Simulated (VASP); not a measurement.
# Al26P27 (a cell with a defect) in VASP: relaxation of the atoms with PBE

Aim: the relaxation of the atoms of Al26P27 (a cell with a defect) with PBE.

All numbers are computed with VASP 6.6.1; they aren't measurements. Logs are shortened: lines on timing, memory, paths and dates and some standing lists are left out, and cuts for length are marked.

### 1 The cell of the first run

The cell holds a defect, 53 atoms: a = 11.563 Å, b = 11.563 Å, c = 11.563 Å, α = 60.00°, β = 60.00°, γ = 60.00°.

### 2 Relaxation of the atoms, PBE (atoms taken out)

Contents of INCAR:

```
PREC     = Accurate       # precision mode
ENCUT    = 520            # plane-wave cutoff, eV
EDIFF    = 1E-7           # SCF threshold, eV
ISMEAR   = -1             # smearing method
SIGMA    = 0.01           # smearing width, eV
LREAL    = Auto         
LASPH    = T              # aspherical terms in the spheres
NELM     = 100            # most SCF steps
ALGO     = Normal         # electronic algorithm
ISIF     = 2              # what is computed and relaxed
LWAVE    = F              # write WAVECAR
LCHARG   = F              # write CHGCAR
GGA      = PE             # functional
IBRION   = 2              # ionic algorithm
NSW      = 60             # ionic steps
EDIFFG   = -0.03          # ionic threshold
NELECT   = 216.0        
LUSENCCL = F
```

Contents of KPOINTS:

```
regular mesh
0
Gamma
  2 2 2
```

Contents of POSCAR:

```
Al26P27
1.0
    0.0000000000      8.1765000000      8.1765000000
    8.1765000000      0.0000000000      8.1765000000
    8.1765000000      8.1765000000      0.0000000000
Al P
26 27
Direct
    0.0000000000      0.0000000000      0.3333333333
    0.0000000000      0.0000000000      0.6666666667
    0.0000000000      0.3333333333      0.0000000000
    0.0000000000      0.3333333333      0.3333333333
    0.0000000000      0.3333333333      0.6666666667
    0.0000000000      0.6666666667      0.0000000000
    0.0000000000      0.6666666667      0.3333333333
    0.0000000000      0.6666666667      0.6666666667
    0.3333333333      0.0000000000      0.0000000000
    0.3333333333      0.0000000000      0.3333333333
    0.3333333333      0.0000000000      0.6666666667
    0.3333333333      0.3333333333      0.0000000000
    0.3333333333      0.3333333333      0.3333333333
    0.3333333333      0.3333333333      0.6666666667
    0.3333333333      0.6666666667      0.0000000000
    0.3333333333      0.6666666667      0.3333333333
    0.3333333333      0.6666666667      0.6666666667
    0.6666666667      0.0000000000      0.0000000000
    0.6666666667      0.0000000000      0.3333333333
    0.6666666667      0.0000000000      0.6666666667
    0.6666666667      0.3333333333      0.0000000000
    0.6666666667      0.3333333333      0.3333333333
    0.6666666667      0.3333333333      0.6666666667
    0.6666666667      0.6666666667      0.0000000000
    0.6666666667      0.6666666667      0.3333333333
    0.6666666667      0.6666666667      0.6666666667
    0.0833333333      0.0833333333      0.0833333333
    0.0833333333      0.0833333333      0.4166666667
    0.0833333333      0.0833333333      0.7500000000
    0.0833333333      0.4166666667      0.0833333333
    0.0833333333      0.4166666667      0.4166666667
    0.0833333333      0.4166666667      0.7500000000
    0.0833333333      0.7500000000      0.0833333333
    0.0833333333      0.7500000000      0.4166666667
    0.0833333333      0.7500000000      0.7500000000
    0.4166666667      0.0833333333      0.0833333333
    0.4166666667      0.0833333333      0.4166666667
    0.4166666667      0.0833333333      0.7500000000
    0.4166666667      0.4166666667      0.0833333333
    0.4166666667      0.4166666667      0.4166666667
    0.4166666667      0.4166666667      0.7500000000
    0.4166666667      0.7500000000      0.0833333333
    0.4166666667      0.7500000000      0.4166666667
    0.4166666667      0.7500000000      0.7500000000
    0.7500000000      0.0833333333      0.0833333333
    0.7500000000      0.0833333333      0.4166666667
    0.7500000000      0.0833333333      0.7500000000
    0.7500000000      0.4166666667      0.0833333333
    0.7500000000      0.4166666667      0.4166666667
    0.7500000000      0.4166666667      0.7500000000
    0.7500000000      0.7500000000      0.0833333333
    0.7500000000      0.7500000000      0.4166666667
    0.7500000000      0.7500000000      0.7500000000
```

Potentials or basis: VASP PAW PBE potentials, release 64 (Al, P).

Started as:

```sh
$ cat potpaw_PBE.64/Al/POTCAR potpaw_PBE.64/P/POTCAR > POTCAR
$ mpirun -np 1 vasp_std > vasp.out
```

OUTCAR:

```text
PREC = Accurate
   ENCUT = 520
   EDIFF = 1E-7
   ISMEAR = -1
   LREAL = Auto
   LASPH = T
   NELM = 100
   ISIF = 2
   GGA = PE
   IBRION = 2
   NSW = 60
   EDIFFG = -0.03
   NELECT = 216.0

 ion  position               nearest neighbor table
   1  0.000  0.000  0.333-  27 2.36  28 2.36  34 2.36  46 2.36
   2  0.000  0.000  0.667-  29 2.36  28 2.36  35 2.36  47 2.36
   3  0.000  0.333  0.000-  27 2.36  30 2.36  32 2.36  48 2.36
   4  0.000  0.333  0.333-  28 2.36  30 2.36  49 2.36  31 2.36
   5  0.000  0.333  0.667-  29 2.36  31 2.36  32 2.36  50 2.36
   6  0.000  0.667  0.000-  33 2.36  30 2.36  35 2.36  51 2.36
[... 33 lines left out ...]
  40  0.417  0.417  0.417-  14 2.36  16 2.36  22 2.36  13 2.36
  41  0.417  0.417  0.750-  12 2.36  17 2.36  23 2.36  14 2.36
  42  0.417  0.750  0.083-   9 2.36  15 2.36  16 2.36  24 2.36
  43  0.417  0.750  0.417-  10 2.36  17 2.36  25 2.36  16 2.36
  44  0.417  0.750  0.750-  11 2.36  15 2.36  17 2.36  26 2.36
  45  0.750  0.083  0.083-  18 2.36  19 2.36  21 2.36
  46  0.750  0.083  0.417-   1 2.36  19 2.36  20 2.36  22 2.36
  47  0.750  0.083  0.750-  20 2.36  18 2.36   2 2.36  23 2.36
  48  0.750  0.417  0.083-   3 2.36  21 2.36  22 2.36  24 2.36
  49  0.750  0.417  0.417-   4 2.36  23 2.36  25 2.36  22 2.36
  50  0.750  0.417  0.750-   5 2.36  21 2.36  23 2.36  26 2.36
  51  0.750  0.750  0.083-  24 2.36  18 2.36   6 2.36  25 2.36
  52  0.750  0.750  0.417-   7 2.36  19 2.36  25 2.36  26 2.36
  53  0.750  0.750  0.750-  26 2.36  20 2.36  24 2.36   8 2.36

  LATTYP: Found a face centered cubic cell.
 ALAT       =    16.3530000000

  Lattice vectors:

 A1 = (   0.0000000000,   8.1765000000,   8.1765000000)
 A2 = (   8.1765000000,   0.0000000000,   8.1765000000)
 A3 = (   8.1765000000,   8.1765000000,   0.0000000000)

Analysis of symmetry for initial positions (statically):
=====================================================================
 Subroutine PRICEL returns:
 Original cell was already a primitive cell.

 Routine SETGRP: Setting up the symmetry group for a
 face centered cubic supercell.

 Subroutine GETGRP returns: Found 24 space group operations
 (whereof 24 operations were pure point group operations)
 out of a pool of 48 trial point group operations.

The static configuration has the point symmetry T_d .

Analysis of symmetry for dynamics (positions and initial velocities):
=====================================================================
 Subroutine PRICEL returns:
 Original cell was already a primitive cell.

 Routine SETGRP: Setting up the symmetry group for a
 face centered cubic supercell.

 Subroutine GETGRP returns: Found 24 space group operations
 (whereof 24 operations were pure point group operations)
 out of a pool of 48 trial point group operations.

The dynamic configuration has the point symmetry T_d .

 Subroutine INISYM returns: Found 24 space group operations
 (whereof 24 operations are pure point group operations),
 and found     1 'primitive' translations

----------------------------------------------------------------------------------------

                                     Primitive cell

  volume of cell :    1093.2823

  direct lattice vectors                    reciprocal lattice vectors
     0.000000000  8.176500000  8.176500000    -0.061150859  0.061150859  0.061150859
     8.176500000  0.000000000  8.176500000     0.061150859 -0.061150859  0.061150859
     8.176500000  8.176500000  0.000000000     0.061150859  0.061150859 -0.061150859

  length of vectors
    11.563317193 11.563317193 11.563317193     0.105916395  0.105916395  0.105916395

  position of ions in fractional coordinates (direct lattice)
     0.000000000  0.000000000  0.333333333
     0.000000000  0.000000000  0.666666667
     0.000000000  0.333333333  0.000000000
     0.000000000  0.333333333  0.333333333
[... 126 lines left out ...]

 Subroutine IBZKPT returns following result:
 ===========================================

 Found      3 irreducible k-points:

 Following reciprocal coordinates:
            Coordinates               Weight
  0.000000  0.000000  0.000000      1.000000
  0.500000  0.000000  0.000000      4.000000
  0.500000  0.500000  0.000000      3.000000
   k-points           NKPTS =      3   k-points in BZ     NKDIM =      3   number of bands    NBANDS=    135
   number of dos      NEDOS =    301   number of ions     NIONS =     53
   total plane-waves  NPLWV = 729000
   dimension x,y,z NGX =    90 NGY =   90 NGZ =   90
   dimension x,y,z NGXF=   180 NGYF=  180 NGZF=  180
   ions per type =              26  27
   NGX,Y,Z   is equivalent  to a cutoff of  12.94, 12.94, 12.94 a.u.
   NGXF,Y,Z  is equivalent  to a cutoff of  25.88, 25.88, 25.88 a.u.
 SYSTEM =  unknown system
   PREC   = accura    normal or accurate (medium, high low for compatibility)
   ISTART =      0    job   : 0-new  1-cont  2-samecut
   ICHARG =      2    charge: 1-file 2-atom 10-const
   ISPIN  =      1    spin polarized calculation?
   LNONCOLLINEAR =      F non collinear calculations
   LSORBIT =      F    spin-orbit coupling
   LASPH  =      T    aspherical Exc in radial PAW
   ENCUT  =  520.0 eV  38.22 Ry    6.18 a.u.  21.50 21.50 21.50*2*pi/ulx,y,z
   NELM   =    100;   NELMIN=  2; NELMDL= -5     # of ELM steps
   EDIFF  = 0.1E-06   stopping-criterion for ELM
   LREAL  =      T    real-space projection
   EDIFFG = -.3E-01   stopping-criterion for IOM
   NSW    =     60    number of steps for IOM
   IBRION =      2    ionic relax: 0-MD 1-quasi-New 2-CG
   NFREE  =      1    steps in history (QN), initial steepest desc. (CG)
   ISIF   =      2    stress and relaxation
   ISYM   =      2    0-nonsym 1-usesym 2-fastsym
   POTIM  = 0.5000    time-step for ionic-motion
   TEBEG  =    0.0;   TEEND  =   0.0 temperature during run
   PSTRESS=    0.0 pullay stress
   NELECT =     216.0000    total number of electrons
   NUPDOWN=      -1.0000    fix difference up-down
   EMIN   =  10.00;   EMAX   =-10.00  energy-range for DOS
   EFERMI =   0.00;   METHOD = LEGACY
   ISMEAR =    -1;   SIGMA  =   0.01  broadening in eV -4-tet -1-fermi 0-gaus
   EFERMI_NEDOS =   21; number of points for ismear=-14 and -15
   IALGO  =     38    algorithm
   IMIX   =      4    mixing-type and parameters
     AMIX     =   0.40;   BMIX     =  1.00
     AMIX_MAG =   1.60;   BMIX_MAG =  1.00
  volume/ion in A,a.u.               =      20.63       139.20
  Fermi-wavevector in a.u.,A,eV,Ry     =   0.953488  1.801831 12.369596  0.909140
  Thomas-Fermi vector in A             =   2.082148
   LORBIT       =      0    0 simple, 1 ext, 2 COOP (PROOUT), +10 PAW based schemes
   GGA     = PE    functional components
   LHFCALC =     F    Hartree Fock is set to
   AEXX    =    0.0000 exact exchange contribution
   IVDW    =     0    specifies the selected vdW correction
   LEPSILON=     F    determine dielectric tensor
   LRPA    =     F    only Hartree local field effects (RPA)
 conjugate gradient relaxation of ions
 non-spin polarized calculation
  energy-cutoff  :      520.00
  volume of cell :     1093.28
 maximum number of plane-waves:     29603
 NGX is ok and might be reduce to    90
   NGX = 43   NGY = 43   NGZ = 43

--------------------------------------- Ionic step        1  -------------------------------------------

 number of electron     215.9999976 magnetization

 Free energy of the ion-electron system (eV)
  ---------------------------------------------------
  ext. energy  EPLUGINS =         0.00000000
  ---------------------------------------------------
  free energy    TOTEN  =      -255.34082277 eV

  energy without entropy =     -255.34080470  energy(sigma->0) =     -255.34081374

------------------------ aborting loop because EDIFF is reached ----------------------------------------

  FORCE on cell =-STRESS in cart. coord.  units (eV):
  Direction    XX          YY          ZZ          XY          YZ          ZX
  --------------------------------------------------------------------------------------
  -------------------------------------------------------------------------------------
  Total       42.3678228     42.3678228     42.3678228      0.0000000      0.0000000     -0.0000000
  in kB       62.0889636     62.0889636     62.0889636      0.0000000      0.0000000     -0.0000000
  external PRESSURE =      62.0889636 kB  Pullay stress =       0.0000000 kB
[... 242 lines left out ...]
  FREE ENERGIE OF THE ION-ELECTRON SYSTEM (eV)
  ---------------------------------------------------
  free  energy   TOTEN  =      -256.0216537642 eV

  energy  without entropy=     -256.0216537642  energy(sigma->0) =     -256.02165376

[... ionic steps 4 to 7 ...]

--------------------------------------- Ionic step        8  -------------------------------------------

 number of electron     215.9999996 magnetization

------------------------ aborting loop because EDIFF is reached ----------------------------------------
[... 169 lines left out ...]
--------------------------------------- Ionic step       10  -------------------------------------------

 number of electron     215.9999996 magnetization

 Free energy of the ion-electron system (eV)
  ---------------------------------------------------
  ext. energy  EPLUGINS =         0.00000000
  ---------------------------------------------------
  free energy    TOTEN  =      -256.40981143 eV

  energy without entropy =     -256.40981143  energy(sigma->0) =     -256.40981143

 E-fermi :   5.4240     XC(G=0):  -9.2265

 val. band max:        5.1396262850   @ k =   0.0000   0.0000   0.0000
 cond. band min:       6.0057663153   @ k =   0.5000   0.5000   0.0000
 fundamental gap:      0.8661400303
 Fermi energy:         5.4239837116

 k-point     1 :       0.0000    0.0000    0.0000
  band No.  band energies     occupation
      1      -7.0676      2.00000
      2      -6.0700      2.00000
      3      -6.0372      2.00000
      4      -6.0372      2.00000
      5      -6.0372      2.00000
      6      -5.9299      2.00000
[... 358 lines left out ...]
    119       7.8595      0.00000
    120       7.8595      0.00000
 [bands above 120 left out]

------------------------ aborting loop because EDIFF is reached ----------------------------------------

  FORCE on cell =-STRESS in cart. coord.  units (eV):
  Direction    XX          YY          ZZ          XY          YZ          ZX
  --------------------------------------------------------------------------------------
  -------------------------------------------------------------------------------------
  Total       37.4455865     37.4455865     37.4455865     -0.0000000      0.0000000     -0.0000000
  in kB       54.8755518     54.8755518     54.8755518     -0.0000000      0.0000000     -0.0000000
  external PRESSURE =      54.8755518 kB  Pullay stress =       0.0000000 kB
[... 68 lines left out ...]
  FREE ENERGIE OF THE ION-ELECTRON SYSTEM (eV)
  ---------------------------------------------------
  free  energy   TOTEN  =      -256.4098114339 eV

  energy  without entropy=     -256.4098114339  energy(sigma->0) =     -256.40981143

 reached required accuracy - stopping structural energy minimisation
```

Run time: 15 min. Hardware: 1 × NVIDIA H100 80GB with 1 thread of AMD EPYC 7R13 (Zen 3), shared host; peak memory 2 GiB.

Results:

```
Free energy                  : -256.4098 eV
Energy gained by relaxing    : 20.2 meV/atom
Ionic steps                  : 10
Largest force after relaxing : 0.016 eV/Å
```

Forces on the atoms (eV/Å):
```
Al  -0.006 -0.006  0.001
Al   0.006  0.006  0.001
Al  -0.006  0.001 -0.006
Al  -0.003  0.003  0.003
Al  -0.001  0.006 -0.006
Al   0.006  0.001  0.006
Al  -0.001 -0.006  0.006
Al  -0.009  0.009  0.009
Al   0.001 -0.006 -0.006
Al   0.003 -0.003  0.003
Al   0.006 -0.001 -0.006
Al   0.003  0.003 -0.003
Al  -0.003 -0.003 -0.003
Al   0.000  0.000 -0.011
Al   0.006 -0.006 -0.001
Al   0.000 -0.011  0.000
Al   0.011  0.000  0.000
Al   0.001  0.006  0.006
Al  -0.006 -0.001  0.006
Al   0.009 -0.009  0.009
Al  -0.006  0.006 -0.001
Al  -0.011  0.000  0.000
Al   0.000  0.011  0.000
Al   0.009  0.009 -0.009
Al   0.000  0.000  0.011
Al  -0.009 -0.009 -0.009
P    0.007  0.007  0.007
P    0.000  0.000  0.000
P   -0.007 -0.007  0.007
P    0.000  0.000  0.000
P    0.000  0.000  0.000
P   -0.001  0.001  0.007
P   -0.007  0.007 -0.007
P   -0.001  0.007  0.001
P   -0.007  0.001  0.001
P    0.000  0.000  0.000
P    0.000  0.000  0.000
P    0.001 -0.001  0.007
P    0.000  0.000  0.000
P   -0.004 -0.004 -0.004
P    0.004  0.004 -0.004
P    0.001  0.007 -0.001
P    0.004 -0.004  0.004
P   -0.007 -0.001 -0.001
P    0.007 -0.007 -0.007
P    0.007 -0.001  0.001
P    0.001 -0.007  0.001
P    0.007  0.001 -0.001
P   -0.004  0.004  0.004
P   -0.001 -0.007 -0.001
P    0.001  0.001 -0.007
P   -0.001 -0.001 -0.007
P    0.000  0.000  0.000
```

The path:
```
step  energy change (eV)  largest force (eV/Å)  pressure (GPa)
   1              0.0000                1.2162            6.21
   2             -0.6339                0.5613            6.25
   3             -0.6808                0.6954            6.28
   4             -0.8456                0.6038            6.11
   5             -0.9849                0.3664            5.80
   6             -1.0543                0.1119            5.60
   7             -1.0610                0.0885            5.51
   8             -1.0679                0.0400            5.51
   9             -1.0680                0.0400            5.51
  10             -1.0690                0.0157            5.49
```

Final structure:
```
Al P
1.0
     0.00000    8.17650    8.17650
     8.17650    0.00000    8.17650
     8.17650    8.17650    0.00000
Al P
26 27
Direct
  0.00520 0.00520 0.31994
  0.00520 0.00520 0.66966
  0.00520 0.31994 0.00520
  0.00297 0.33234 0.33234
  0.00520 0.31994 0.66966
  0.00520 0.66966 0.00520
  0.00520 0.66966 0.31994
  0.00157 0.66614 0.66614
  0.31994 0.00520 0.00520
  0.33234 0.00297 0.33234
  0.31994 0.00520 0.66966
  0.33234 0.33234 0.00297
  0.33234 0.33234 0.33234
  0.33176 0.33176 0.66824
  0.31994 0.66966 0.00520
  0.33176 0.66824 0.33176
  0.33176 0.66824 0.66824
  0.66966 0.00520 0.00520
  0.66966 0.00520 0.31994
  0.66614 0.00157 0.66614
  0.66966 0.31994 0.00520
  0.66824 0.33176 0.33176
  0.66824 0.33176 0.66824
  0.66614 0.66614 0.00157
  0.66824 0.66824 0.33176
  0.66614 0.66614 0.66614
  0.07589 0.07589 0.07589
  0.08187 0.08187 0.41813
  0.07589 0.07589 0.77232
  0.08187 0.41813 0.08187
  0.08187 0.41813 0.41813
  0.08156 0.41534 0.75155
  0.07589 0.77232 0.07589
  0.08156 0.75155 0.41534
  0.08156 0.75155 0.75155
  0.41813 0.08187 0.08187
  0.41813 0.08187 0.41813
  0.41534 0.08156 0.75155
  0.41813 0.41813 0.08187
  0.41655 0.41655 0.41655
  0.41655 0.41655 0.75035
  0.41534 0.75155 0.08156
  0.41655 0.75035 0.41655
  0.41534 0.75155 0.75155
  0.77232 0.07589 0.07589
  0.75155 0.08156 0.41534
  0.75155 0.08156 0.75155
  0.75155 0.41534 0.08156
  0.75035 0.41655 0.41655
  0.75155 0.41534 0.75155
  0.75155 0.75155 0.08156
  0.75155 0.75155 0.41534
  0.75000 0.75000 0.75000
```

Caveat: the cell carries a net charge on a neutralising background, which shifts energy and pressure; the cell differs from its parent crystal (atoms taken out); the cell is charged against a uniform background, so pressure and absolute levels hang on convention.
